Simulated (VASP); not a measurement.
MnPt2:

```
Mn Pt
1.0
     3.74078    0.00000    0.00000
    -1.87039    3.23961    0.00000
     0.00000    0.00000    4.49281
Mn Pt
1 2
Direct
  0.33333 0.66667 0.00000
  0.33333 0.66667 0.50000
  0.66667 0.33333 0.50000
```

The cell was generated, and may not be a known phase.

```yaml
Program: VASP 6.6.1
Task: relaxation of cell and atoms
Functional: PBE
Potentials_or_basis: VASP PAW PBE potentials, release 64 (Mn_pv, Pt)
Cutoff: 600 eV
k_mesh: 6 × 6 × 4
Occupations: gaussian, width 0.1 eV
Spin: collinear spin, ferromagnetic start
Starting_moments: "[4.0, 0.0, 0.0] μB"
```

At the start: pressure 79.8 GPa; volume 18.15 Å³/atom.

Where does the relaxation end?

Over 9 steps the energy falls by 1497.5 meV/atom and the volume is 26.27 Å³/atom (+44.8 %); space group P-6m2 (No. 187, to 0.1 Å) before and after; moment 5.04 μB per cell.

Step by step:
| step | energy change (eV) | largest force (eV/Å) | pressure (GPa) | volume (Å³) |
| --- | --- | --- | --- | --- |
| 1 | 0.0000 | 0.0000 | 79.78 | 54.45 |
| 2 | 0.5249 | 0.0000 | -8.96 | 159.04 |
| 3 | -1.3526 | 0.0000 | -10.76 | 128.61 |
| 4 | -2.8679 | 0.0000 | -11.39 | 107.84 |
| 5 | -4.4795 | 0.0000 | 0.41 | 78.25 |
| 6 | -4.4789 | 0.0000 | 1.01 | 77.72 |
| 7 | -4.4896 | 0.0000 | 0.01 | 78.73 |
| 8 | -4.4922 | 0.0000 | 0.28 | 78.42 |
| 9 | -4.4924 | 0.0000 | -0.15 | 78.82 |

Final structure:
```yaml
crystal:
  lattice:
    - [4.31297, 0.00000, 0.00000]
    - [-2.15648, 3.73514, 0.00000]
    - [0.00000, 0.00000, 4.89288]
  atoms:
    - { symbol: Mn, position: [0.33333, 0.66667, 0.00000] }
    - { symbol: Pt, position: [0.33333, 0.66667, 0.50000] }
    - { symbol: Pt, position: [0.66667, 0.33333, 0.50000] }
```

Caveat: the volume moved by over 15 % at a fixed basis, so the end points are rough.
